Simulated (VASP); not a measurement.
Input of a VASP 6.6.1 run:

File INCAR:

```
ALGO = Normal
EDIFF = 1E-6
ENCUT = 520
GGA = PE
ISIF = 2
ISMEAR = 0
LASPH = True
LCHARG = False
LREAL = False
LWAVE = False
NBANDS = 46
NELM = 100
PREC = Accurate
SIGMA = 0.1
```

KPOINTS

```
k-points
0
Gamma
  4 4 4
```

File POSCAR:

```
Cd3HgSe4
1.0
   -3.1110957382      3.1110957382      6.2233302036
    3.1110957382     -3.1110957382      6.2233302036
    3.1110957382      3.1110957382     -6.2233302036
Cd Hg Se
3 1 4
Direct
    0.5000000000      0.5000000000      0.0000000000
    0.2500000000      0.7500000000      0.5000000000
    0.7500000000      0.2500000000      0.5000000000
    0.0000000000      0.0000000000      0.0000000000
    0.8738912053      0.8738912053      0.4958200059
    0.3780711995      0.3780711995      0.5041799941
    0.1261087947      0.6219288005      0.0000000000
    0.6219288005      0.1261087947      0.0000000000
```

Potentials or basis: VASP PAW PBE potentials, release 64 (Cd, Hg, Se).

Command:

```bash
$ cat potpaw_PBE.64/Cd/POTCAR potpaw_PBE.64/Hg/POTCAR potpaw_PBE.64/Se/POTCAR > POTCAR
$ mpirun -np 1 vasp_std > vasp.out
```

Question: What does it give for the largest force?

Answer: 0.016 eV/Å.

Question: What does it give for the band gap on the k mesh?

Answer: 0.10 eV.

Question: Estimate the pressure.

Answer: 0.0 GPa.

Forces on the atoms (eV/Å):
```
Cd   0.000  0.000  0.000
Cd   0.000  0.000  0.000
Cd   0.000  0.000  0.000
Hg   0.000  0.000  0.000
Se   0.010  0.010 -0.009
Se  -0.010 -0.010 -0.009
Se   0.010 -0.010  0.009
Se  -0.010  0.010  0.009
```

Caveat: spin-orbit coupling is left out, which moves the levels of the heavy elements.
